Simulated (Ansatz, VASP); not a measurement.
**One calculation of MgZn4O, two programs**

```xyz
6
Lattice="5.4792 0.0000 0.0000 0.0000 5.4792 0.0000 0.0000 0.0000 4.1802" Properties=species:S:1:pos:R:3 pbc="T T T"
Mg    0.0000    0.0000    2.5112
Zn    4.1628    4.1628    0.4228
Zn    1.3164    1.3164    0.4228
Zn    1.3164    4.1628    0.4228
Zn    4.1628    1.3164    0.4228
O     2.7396    2.7396    0.4257
```

Alike in both runs: functional PBE; k mesh 4 × 4 × 3; occupations gaussian, width 0.2 eV; no spin polarisation.

Ansatz relaxed the structure, and its values are those at the end. VASP's run is a single point on that final structure, the one shown.

```csv
,VASP,Ansatz
version,VASP 6.6.1,Ansatz 0.2.0
potentials or method,"VASP PAW PBE potentials, release 64 (Mg_sv, Zn, O), cutoff 840 eV","scalar-relativistic, plane waves, PAW"
valence electrons in the cell,64,64
```

VASP gave:

```
gap on the k mesh at the Fermi level (eV) : none
pressure (GPa)                            : 0.2
rms of the force components (eV/Å)        : 0.033
```

Q: Estimate Ansatz's values.

A: gap on the k mesh at the Fermi level (eV): none; pressure (GPa): 0.0; rms of the force components (eV/Å): 0.009.

A gap of «none» marks a metal or a gap that the smearing closes.

The k mesh is coarse, so the values compare programs but aren't converged.
